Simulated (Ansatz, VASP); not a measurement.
**Two plane-wave programs on Sn2GeSe3**

```
CELL_PARAMETERS angstrom
-2.09376 2.96896 6.29933
2.09376 -2.96896 6.29933
2.09376 2.96896 -6.29933
ATOMIC_POSITIONS crystal
Sn 0.33272 0.33272 0.00000
Sn 0.66728 0.66728 0.00000
Ge 0.00000 0.00000 0.00000
Se 0.84384 0.34384 0.50000
Se 0.50000 0.00000 0.50000
Se 0.15616 0.65616 0.50000
```

Alike in both runs: functional PBE; k mesh 6 × 6 × 6; occupations gaussian, width 0.1 eV; no spin polarisation.

Ansatz relaxed the structure, and its values are those at the end. VASP's run is a single point on that final structure, the one shown.

|  | VASP | Ansatz |
| --- | --- | --- |
| version | VASP 6.6.1 | Ansatz 0.2.0 |
| potentials or method | VASP PAW PBE potentials, release 64 (Sn_d, Ge_d, Se), cutoff 520 eV | scalar-relativistic, plane waves, PAW |
| valence electrons in the cell | 60 | 90 |

|  | VASP | Ansatz | Ansatz less VASP |
| --- | --- | --- | --- |
| gap on the k mesh at the Fermi level (eV) | 0.33 | 0.33 | 0.000 |
| least direct gap on the mesh (eV) | 0.35 | 0.35 | -0.002 |
| pressure (GPa) | 0.0 | 0.0 | +0.02 |
| rms of the force components (eV/Å) | 0.012 | 0.012 | -0.0003 |

With one functional, cell and mesh, what is left measures potentials, basis and numerics. VASP's potentials hold 60 valence electrons a cell and Ansatz's 90, so a difference there can come from the potentials and not from the codes.
